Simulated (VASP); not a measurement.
# Pd: single point with revPBE+D3(BJ)

Crystal: Pd.

```
Pd
1.0
     0.00000    1.92019    1.92019
     1.92019    0.00000    1.92019
     1.92019    1.92019    0.00000
Pd
1
Direct
  0.00000 0.00000 0.00000
```

* Program: VASP 6.6.1
* Task: single point
* Functional: revPBE
* Dispersion: D3(BJ)
* Potentials or basis: VASP PAW PBE potentials, release 64 (Pd)
* Cutoff: 520 eV
* k mesh: 12 × 12 × 12
* Occupations: fermi-dirac, width 0.05 eV
* Spin: no spin polarisation
* Dipole correction: no
* Further INCAR settings: ALGO = Fast; EDIFF = 1e-07; NBANDS = 11

- Pressure: 3.6 GPa
- Band gap on the k mesh: zero (band 5 reaches 10.86 eV, above the bottom of band 6 at 9.17 eV)
- Dispersion energy per atom: -1.331 eV

Levels at points of the mesh, in eV from the Fermi level:
```csv
k point,band 3,band 4,band 5,band 6,band 7,band 8
"(0.00, 0.00, 0.00)",-3.00,-3.00,-1.29,-1.29,17.24,22.27
"(0.50, 0.00, 0.00)",-3.06,0.00,0.00,0.99,7.71,16.61
"(0.50, 0.50, 0.00)",-0.03,0.33,0.33,3.41,11.26,13.51
```

Wall time 22 s on 1 thread of AMD EPYC 7R43 64-Core Processor (Zen 3) (shared host), peak memory 0.1 GiB.

Caveat: the PAW data sets were made with another functional, which shifts forces and pressure a little; pairwise dispersion overbinds metals, which lowers pressure and volume.
